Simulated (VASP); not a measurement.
Wanted: the native input for a VASP 6.6.1 run.

| Quantity | Value |
| --- | --- |
| Task | relaxation of cell and atoms |
| Functional | PBEsol |
| Potentials or basis | VASP PAW PBE potentials, release 64 (Sn_d) |
| Cutoff | 600 eV |
| k mesh | 11 × 11 × 11 |
| Occupations | fermi-dirac, width 0.05 eV |
| Spin | no spin polarisation |
| Dipole correction | no |
| Further INCAR settings | ALGO = Normal; EDIFF = 1e-06; IBRION = 2; EDIFFG = -0.005; NSW = 80; ISIF = 3 |

The structure of Sn lies in POSCAR:

```
Sn
1.0
   -1.7265390000      1.7755470000      2.3383420000
    1.7265390000     -1.7755470000      2.3383420000
    1.7265390000      1.7755470000     -2.3383420000
Sn
1
Direct
    0.0000000000      0.0000000000      0.0000000000
```

These files were run (other wordings do the same):

INCAR

```
PREC     = Accurate       # precision mode
ENCUT    = 600            # plane-wave cutoff, eV
EDIFF    = 1E-6           # SCF threshold, eV
ISMEAR   = -1             # smearing method
SIGMA    = 0.05           # smearing width, eV
LREAL    = F              # projectors in reciprocal space
LASPH    = T              # aspherical terms in the spheres
NELM     = 80             # most SCF steps
ALGO     = Normal         # electronic algorithm
ISIF     = 3              # what is computed and relaxed
LWAVE    = F              # write WAVECAR
LCHARG   = F              # write CHGCAR
GGA      = PS             # functional
IBRION   = 2              # ionic algorithm
NSW      = 80             # ionic steps
EDIFFG   = -0.005         # ionic threshold
```

KPOINTS

```
Automatic mesh
0
Gamma
  11 11 11
```

Potentials or basis: VASP PAW PBE potentials, release 64 (Sn_d).

Launch:

```console
$ cat potpaw_PBE.64/Sn_d/POTCAR > POTCAR
$ mpirun -np 1 vasp_std > vasp.out
```

Results of the run:

```json
{
 "Relaxed volume": "26.58 Å³/atom",
 "Relaxed cell": "a = 3.329 Å, b = 3.329 Å, c = 3.329 Å, α = 118.73°, β = 118.72°, γ = 92.22°",
 "Space group after relaxing (to 0.1 Å)": "I4/mmm (No. 139)",
 "Energy gained by relaxing": "28.3 meV/atom",
 "Ionic steps": "23",
 "Pressure after relaxing": "0.0 GPa",
 "Band gap on the k mesh": "zero (bands 7 and 8 overlap by 9.78 eV)"
}
```

Caveat: the PAW data sets were made with another functional, which shifts forces and pressure a little; spin-orbit coupling is left out, which moves the levels of the heavy elements.

Wall time 5.9 min on 1 thread of Intel(R) Xeon(R) Platinum 8488C (Sapphire Rapids) (shared host), peak memory 0.24 GiB.
